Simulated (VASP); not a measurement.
The system is Ni.

```
Ni
1.0
    -1.36026    1.36026    1.36026
     1.36026   -1.36026    1.36026
     1.36026    1.36026   -1.36026
Ni
1
Direct
  0.00000 0.00000 0.00000
```

This isn't the form of Ni at room conditions, which is fcc.

```yaml
Program: VASP 6.6.1
Task: relaxation of cell and atoms
Functional: RPBE
Potentials_or_basis: VASP PAW PBE potentials, release 64 (Ni)
Cutoff: 710 eV
k_mesh: 19 × 19 × 19
Occupations: methfessel-paxton of order 2, width 0.05 eV
Spin: collinear spin, ferromagnetic start
Starting_moments: "[1.0] μB"
```

At the start: pressure 26.4 GPa; volume 10.07 Å³/atom.

**Question.** How do energy, volume and symmetry change on relaxing?

**Answer.** Over 22 steps the energy falls by 91.6 meV/atom and the volume is 11.31 Å³/atom (+12.3 %); space group Im-3m (No. 229, to 0.1 Å) before and after; moment 0.55 μB per cell.

The path:
```
step  energy change (eV)  largest force (eV/Å)  pressure (GPa)  volume (Å³)
   1              0.0000                0.0000           26.39        10.07
   2             -0.0196                0.0000          -14.83        12.68
   3             -0.0913                0.0000           -0.25        11.33
   4             -0.0913                0.0000            0.13        11.30
   5             -0.0913                0.0000            0.13        11.30
   6             -0.0913                0.0000            0.13        11.30
   7             -0.0913                0.0000            0.13        11.30
   8             -0.0913                0.0000            0.13        11.30
   9             -0.0913                0.0000            0.13        11.30
  10             -0.0913                0.0000            0.13        11.30
  11             -0.0913                0.0000            0.13        11.30
  12             -0.0913                0.0000            0.13        11.30
  13             -0.0913                0.0000            0.12        11.30
  14             -0.0913                0.0000            0.12        11.30
  15             -0.0913                0.0000            0.12        11.30
  16             -0.0913                0.0000            0.11        11.30
  17             -0.0913                0.0000            0.09        11.30
  18             -0.0913                0.0000            0.04        11.31
  19             -0.0913                0.0000           -0.05        11.31
  20             -0.0913                0.0000           -0.01        11.31
  21             -0.0916                0.0000            0.03        11.31
  22             -0.0916                0.0000            0.03        11.31
```

Final structure:
```
Ni
1.0
    -1.41400    1.41400    1.41400
     1.41400   -1.41400    1.41400
     1.41400    1.41400   -1.41400
Ni
1
Direct
  0.00000 0.00000 0.00000
```

Caveat: the PAW data sets were made with another functional, which shifts forces and pressure a little.
